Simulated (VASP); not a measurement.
# Y (P6_3/mmc) in VASP: single point with LDA

Aim: the single point of Y with LDA.

All numbers are computed with VASP 6.6.1; they aren't measurements. Logs are shortened: lines on timing, memory, paths and dates and some standing lists are left out, and cuts for length are marked.

**1. The cell of the first run**

Symmetry: P6_3/mmc, No. 194, hexagonal system. Conventional cell: a = 3.543 Å, b = 3.543 Å, c = 5.498 Å, α = 90.00°, β = 90.00°, γ = 120.00°. Y (site symmetry -6m2) has 12 Y at 3.43 to 3.54 Å within 4.5 Å.

**2. Single point, LDA**

Input file INCAR:

```
ALGO     = Normal         # electronic algorithm
EDIFF    = 1E-6           # SCF threshold, eV
ENCUT    = 520            # plane-wave cutoff, eV
GGA      = CA             # functional
ISIF     = 2              # what is computed and relaxed
ISMEAR   = 0              # smearing method
LASPH    = T              # aspherical terms in the spheres
LCHARG   = F              # write CHGCAR
LREAL    = F              # projectors in reciprocal space
LWAVE    = F              # write WAVECAR
NBANDS   = 18             # bands
NELM     = 100            # most SCF steps
PREC     = Accurate       # precision mode
SIGMA    = 0.05           # smearing width, eV
```

Input file KPOINTS:

```
k-points
0
Gamma
  14 14 8
```

Input file POSCAR:

```
Y
1.0
    3.5429590724      0.0000000000      0.0000000000
   -1.7714795362      3.0682925613      0.0000000000
    0.0000000000      0.0000000000      5.4981560679
Y
2
Direct
    0.3333333333      0.6666666667      0.7500000000
    0.6666666667      0.3333333333      0.2500000000
```

Potentials or basis: VASP PAW LDA potentials, release 64 (Y_sv).

Run with:

```console
cat potpaw_LDA.64/Y_sv/POTCAR > POTCAR
mpirun -np 1 vasp_std > vasp.out
```

OUTCAR:

```text
EDIFF = 1E-6
   ENCUT = 520
   GGA = CA
   ISIF = 2
   ISMEAR = 0
   LASPH = T
   LREAL = F
   NELM = 100
   PREC = Accurate

 ion  position               nearest neighbor table
   1  0.333  0.667  0.750-   2 3.43   2 3.43   2 3.43   2 3.43   2 3.43   2 3.43
   2  0.667  0.333  0.250-   1 3.43   1 3.43   1 3.43   1 3.43   1 3.43   1 3.43

  LATTYP: Found a hexagonal cell.
 ALAT       =     3.5429590724
 C/A-ratio  =     1.5518542426

  Lattice vectors:

 A1 = (   3.5429590724,   0.0000000000,   0.0000000000)
 A2 = (  -1.7714795362,   3.0682925613,   0.0000000000)
 A3 = (   0.0000000000,   0.0000000000,   5.4981560679)

Analysis of symmetry for initial positions (statically):
=====================================================================
 Subroutine PRICEL returns:
 Original cell was already a primitive cell.

 Routine SETGRP: Setting up the symmetry group for a
 hexagonal supercell.

 Subroutine GETGRP returns: Found 24 space group operations
 (whereof 12 operations were pure point group operations)
 out of a pool of 24 trial point group operations.

The static configuration has the point symmetry D_3d.
 The point group associated with its full space group is D_6h.

Analysis of symmetry for dynamics (positions and initial velocities):
=====================================================================
 Subroutine PRICEL returns:
 Original cell was already a primitive cell.

 Routine SETGRP: Setting up the symmetry group for a
 hexagonal supercell.

 Subroutine GETGRP returns: Found 24 space group operations
 (whereof 12 operations were pure point group operations)
 out of a pool of 24 trial point group operations.

The dynamic configuration has the point symmetry D_3d.
 The point group associated with its full space group is D_6h.

 Subroutine INISYM returns: Found 24 space group operations
 (whereof 12 operations are pure point group operations),
 and found     1 'primitive' translations

----------------------------------------------------------------------------------------

                                     Primitive cell

  volume of cell :      59.7695

  direct lattice vectors                    reciprocal lattice vectors
     3.542959072  0.000000000  0.000000000     0.282249944  0.162957081  0.000000000
    -1.771479536  3.068292561  0.000000000     0.000000000  0.325914162  0.000000000
     0.000000000  0.000000000  5.498156068     0.000000000  0.000000000  0.181879159

  length of vectors
     3.542959072  3.542959072  5.498156068     0.325914162  0.325914162  0.181879159

  position of ions in fractional coordinates (direct lattice)
     0.333333333  0.666666667  0.750000000
     0.666666667  0.333333333  0.250000000

  ion indices of the primitive-cell ions
   primitive index   ion index
                 1           1
                 2           2

----------------------------------------------------------------------------------------

 KPOINTS: k-points

Automatic generation of k-mesh.
 Grid dimensions read from file:
 generate k-points for:   14   14    8

 Generating k-lattice:

  Cartesian coordinates                     Fractional coordinates (reciprocal lattice)
     0.020160710  0.011639792  0.000000000     0.071428571  0.000000000  0.000000000
     0.000000000  0.023279583  0.000000000     0.000000000  0.071428571  0.000000000
     0.000000000  0.000000000  0.022734895     0.000000000  0.000000000  0.125000000

  Length of vectors
     0.023279583  0.023279583  0.022734895

  Shift w.r.t. Gamma in fractional coordinates (k-lattice)
     0.000000000  0.000000000  0.000000000

 Subroutine IBZKPT returns following result:
 ===========================================

 Found    120 irreducible k-points:

 Following reciprocal coordinates:
            Coordinates               Weight
  0.000000  0.000000  0.000000      1.000000
  0.071429  0.000000  0.000000      6.000000
  0.142857  0.000000  0.000000      6.000000
  0.214286  0.000000  0.000000      6.000000
  0.285714  0.000000  0.000000      6.000000
  0.357143  0.000000  0.000000      6.000000
[... 16 lines left out ...]
  0.285714  0.285714  0.000000      6.000000
  0.357143  0.285714  0.000000      6.000000
 [... further k-points ...]
   k-points           NKPTS =    120   k-points in BZ     NKDIM =    120   number of bands    NBANDS=     18
   number of dos      NEDOS =    301   number of ions     NIONS =      2
   total plane-waves  NPLWV =  32928
   dimension x,y,z NGX =    28 NGY =   28 NGZ =   42
   dimension x,y,z NGXF=    56 NGYF=   56 NGZF=   84
   ions per type =               2
   NGX,Y,Z   is equivalent  to a cutoff of  13.14, 13.14, 12.70 a.u.
   NGXF,Y,Z  is equivalent  to a cutoff of  26.28, 26.28, 25.40 a.u.
 SYSTEM =  unknown system
   PREC   = accura    normal or accurate (medium, high low for compatibility)
   ISTART =      0    job   : 0-new  1-cont  2-samecut
   ICHARG =      2    charge: 1-file 2-atom 10-const
   ISPIN  =      1    spin polarized calculation?
   LNONCOLLINEAR =      F non collinear calculations
   LSORBIT =      F    spin-orbit coupling
   LASPH  =      T    aspherical Exc in radial PAW
   ENCUT  =  520.0 eV  38.22 Ry    6.18 a.u.   6.59  6.59 10.22*2*pi/ulx,y,z
   NELM   =    100;   NELMIN=  2; NELMDL= -5     # of ELM steps
   EDIFF  = 0.1E-05   stopping-criterion for ELM
   LREAL  =      F    real-space projection
   EDIFFG = 0.1E-04   stopping-criterion for IOM
   NSW    =      0    number of steps for IOM
   IBRION =     -1    ionic relax: 0-MD 1-quasi-New 2-CG
   NFREE  =      0    steps in history (QN), initial steepest desc. (CG)
   ISIF   =      2    stress and relaxation
   ISYM   =      2    0-nonsym 1-usesym 2-fastsym
   POTIM  = 0.5000    time-step for ionic-motion
   TEBEG  =    0.0;   TEEND  =   0.0 temperature during run
   PSTRESS=    0.0 pullay stress
   NELECT =      22.0000    total number of electrons
   NUPDOWN=      -1.0000    fix difference up-down
   EMIN   =  10.00;   EMAX   =-10.00  energy-range for DOS
   EFERMI =   0.00;   METHOD = LEGACY
   ISMEAR =     0;   SIGMA  =   0.05  broadening in eV -4-tet -1-fermi 0-gaus
   EFERMI_NEDOS =   21; number of points for ismear=-14 and -15
   IALGO  =     38    algorithm
   IMIX   =      4    mixing-type and parameters
     AMIX     =   0.40;   BMIX     =  1.00
     AMIX_MAG =   1.60;   BMIX_MAG =  1.00
  volume/ion in A,a.u.               =      29.88       201.67
  Fermi-wavevector in a.u.,A,eV,Ry     =   1.173246  2.217113 18.728502  1.376506
  Thomas-Fermi vector in A             =   2.309662
   LORBIT       =      0    0 simple, 1 ext, 2 COOP (PROOUT), +10 PAW based schemes
   GGA     = CA    functional components
   LHFCALC =     F    Hartree Fock is set to
   AEXX    =    0.0000 exact exchange contribution
   IVDW    =     0    specifies the selected vdW correction
   LEPSILON=     F    determine dielectric tensor
   LRPA    =     F    only Hartree local field effects (RPA)
 non-spin polarized calculation
 Gauss-broadening in eV      SIGMA  =   0.05
  energy-cutoff  :      520.00
  volume of cell :       59.77
 maximum number of plane-waves:      1641
 NGX is ok and might be reduce to    28
   NGX = 13   NGY = 13   NGZ = 21

 number of electron      21.9999999 magnetization

 Free energy of the ion-electron system (eV)
  ---------------------------------------------------
  ext. energy  EPLUGINS =         0.00000000
  ---------------------------------------------------
  free energy    TOTEN  =       -13.89832195 eV

  energy without entropy =      -13.89475877  energy(sigma->0) =      -13.89654036

 E-fermi :   3.3101     XC(G=0): -10.0158

 val. band max:        3.3079033026   @ k =   0.2143   0.2143   0.3750
 cond. band min:       3.3139386198   @ k =   0.4286   0.0000   0.1250
 fundamental gap:      0.0060353173
 Fermi energy:         3.3100876844

 k-point     1 :       0.0000    0.0000    0.0000
  band No.  band energies     occupation
      1     -38.9387      2.00000
      2     -38.8210      2.00000
      3     -19.4823      2.00000
      4     -18.8221      2.00000
      5     -18.8221      2.00000
      6     -18.6936      2.00000
[... 10 lines left out ...]
     17       6.1608      0.00000
     18       6.1608      0.00000

 k-point     2 :       0.0714    0.0000    0.0000
  band No.  band energies     occupation
      1     -38.9348      2.00000
      2     -38.8197      2.00000
      3     -19.4697      2.00000
      4     -18.8473      2.00000
      5     -18.8309      2.00000
      6     -18.7204      2.00000
[... 10 lines left out ...]
     17       6.0047      0.00000
     18       6.0438      0.00000

 k-point     3 :       0.1429    0.0000    0.0000
  band No.  band energies     occupation
      1     -38.9238      2.00000
      2     -38.8164      2.00000
      3     -19.4332      2.00000
      4     -18.9182      2.00000
      5     -18.8548      2.00000
      6     -18.7938      2.00000
[... 10 lines left out ...]
     17       6.0829      0.00000
     18       6.1671      0.00000

 k-point     4 :       0.2143    0.0000    0.0000
  band No.  band energies     occupation
      1     -38.9073      2.00000
      2     -38.8121      2.00000
      3     -19.3763      2.00000
      4     -19.0209      2.00000
      5     -18.8959      2.00000
      6     -18.8880      2.00000
[... 10 lines left out ...]
     17       6.5203      0.00000
     18       6.6612      0.00000

 k-point     5 :       0.2857    0.0000    0.0000
  band No.  band energies     occupation
      1     -38.8878      2.00000
      2     -38.8084      2.00000
      3     -19.3051      2.00000
      4     -19.1351      2.00000
      5     -19.0042      2.00000
      6     -18.9233      2.00000
[... 10 lines left out ...]
     17       7.0724      0.00000
     18       7.2992      0.00000

 k-point     6 :       0.3571    0.0000    0.0000
  band No.  band energies     occupation
      1     -38.8686      2.00000
      2     -38.8067      2.00000
      3     -19.2377      2.00000
      4     -19.2284      2.00000
      5     -19.0979      2.00000
      6     -18.9541      2.00000
[... 10 lines left out ...]
     17       7.7730      0.00000
     18       8.0085      0.00000

 k-point     7 :       0.4286    0.0000    0.0000
  band No.  band energies     occupation
      1     -38.8533      2.00000
      2     -38.8074      2.00000
      3     -19.3084      2.00000
      4     -19.1612      2.00000
      5     -19.1609      2.00000
      6     -18.9750      2.00000
[... 10 lines left out ...]
     17       8.6584      0.00000
     18       8.6971      0.00000

 k-point     8 :       0.5000    0.0000    0.0000
  band No.  band energies     occupation
      1     -38.8470      2.00000
      2     -38.8085      2.00000
      3     -19.3335      2.00000
      4     -19.1831      2.00000
      5     -19.1313      2.00000
      6     -18.9823      2.00000
[... 10 lines left out ...]
     17       9.1263      0.00000
     18       9.3422      0.00000
[... 229 lines left out ...]
     17       8.7032      0.00000
     18       9.1140      0.00000

 k-point    20 :       0.2143    0.2143    0.0000
  band No.  band energies     occupation
      1     -38.8632      2.00000
      2     -38.8066      2.00000
      3     -19.2064      2.00000
      4     -19.1773      2.00000
      5     -19.1446      2.00000
      6     -18.9571      2.00000
[... 10 lines left out ...]
     17       7.8461      0.00000
     18       8.6592      0.00000

 k-point    21 :       0.2857    0.2143    0.0000
  band No.  band energies     occupation
      1     -38.8473      2.00000
      2     -38.8082      2.00000
      3     -19.2381      2.00000
      4     -19.1541      2.00000
      5     -19.1345      2.00000
      6     -19.0139      2.00000
[... 10 lines left out ...]
     17       8.3355      0.00000
     18       8.9799      0.00000

 k-point    22 :       0.3571    0.2143    0.0000
  band No.  band energies     occupation
      1     -38.8360      2.00000
      2     -38.8116      2.00000
      3     -19.2724      2.00000
      4     -19.1379      2.00000
      5     -19.0768      2.00000
      6     -19.0672      2.00000
[... 10 lines left out ...]
     17       8.6006      0.00000
     18       8.9733      0.00000

 k-point    23 :       0.2857    0.2857    0.0000
  band No.  band energies     occupation
      1     -38.8341      2.00000
      2     -38.8124      2.00000
      3     -19.2475      2.00000
      4     -19.1476      2.00000
      5     -19.0665      2.00000
      6     -19.0627      2.00000
[... 10 lines left out ...]
     17       8.4962      0.00000
     18       8.9168      0.00000

 k-point    24 :       0.3571    0.2857    0.0000
  band No.  band energies     occupation
      1     -38.8264      2.00000
      2     -38.8168      2.00000
      3     -19.2509      2.00000
      4     -19.1122      2.00000
      5     -19.1103      2.00000
      6     -19.0213      2.00000
[... 10 lines left out ...]
     17       8.5302      0.00000
     18       8.8983      0.00000

 [... further k-points ...]
[... 5 lines left out ...]
  --------------------------------------------------------------------------------------
  -------------------------------------------------------------------------------------
  Total       -0.0296224     -0.0296224     -0.0419200      0.0000000     -0.0000000      0.0000000
  in kB       -0.7940543     -0.7940543     -1.1237052      0.0000000     -0.0000000      0.0000000
  external PRESSURE =      -0.9039380 kB  Pullay stress =       0.0000000 kB

 VOLUME and BASIS-vectors are now :
 -----------------------------------------------------------------------------
  energy-cutoff  :      520.00
  volume of cell :       59.77
      direct lattice vectors                 reciprocal lattice vectors
     3.542959072  0.000000000  0.000000000     0.282249944  0.162957081  0.000000000
    -1.771479536  3.068292561  0.000000000     0.000000000  0.325914162  0.000000000
     0.000000000  0.000000000  5.498156068     0.000000000  0.000000000  0.181879159

 POSITION                                       TOTAL-FORCE (eV/Angst)
 -----------------------------------------------------------------------------------
     -0.00000      2.04553      4.12362        -0.000000      0.000000      0.000000
      1.77148      1.02276      1.37454         0.000000     -0.000000      0.000000
 -----------------------------------------------------------------------------------
    total drift:                               -0.000000      0.000000     -0.000000

  FREE ENERGIE OF THE ION-ELECTRON SYSTEM (eV)
  ---------------------------------------------------
  free  energy   TOTEN  =       -13.8983219454 eV

  energy  without entropy=      -13.8947587731  energy(sigma->0) =      -13.89654036
```

Wall time 68 s (1 thread of Intel Xeon Platinum 8488C (Sapphire Rapids), shared host); peak memory 0.25 GiB.

Results:

```
Free energy            : -13.8983 eV
Pressure               : -0.1 GPa
Band gap on the k mesh : zero (band 11 reaches 4.67 eV, above the bottom of band 12 at 2.84 eV)
```

Levels at points of the mesh, in eV from the Fermi level:
| k point | band 9 | band 10 | band 11 | band 12 | band 13 | band 14 |
| --- | --- | --- | --- | --- | --- | --- |
| (0.00, 0.00, 0.00) | -4.82 | -2.02 | 1.36 | 1.74 | 1.74 | 2.18 |
| (0.50, 0.00, 0.00) | -1.73 | -1.40 | -0.96 | 0.08 | 1.40 | 1.59 |
| (0.00, 0.00, 0.50) | -3.24 | -3.24 | 1.01 | 1.01 | 1.64 | 1.64 |
| (0.50, 0.00, 0.50) | -1.82 | -1.82 | 0.04 | 0.04 | 1.69 | 1.69 |
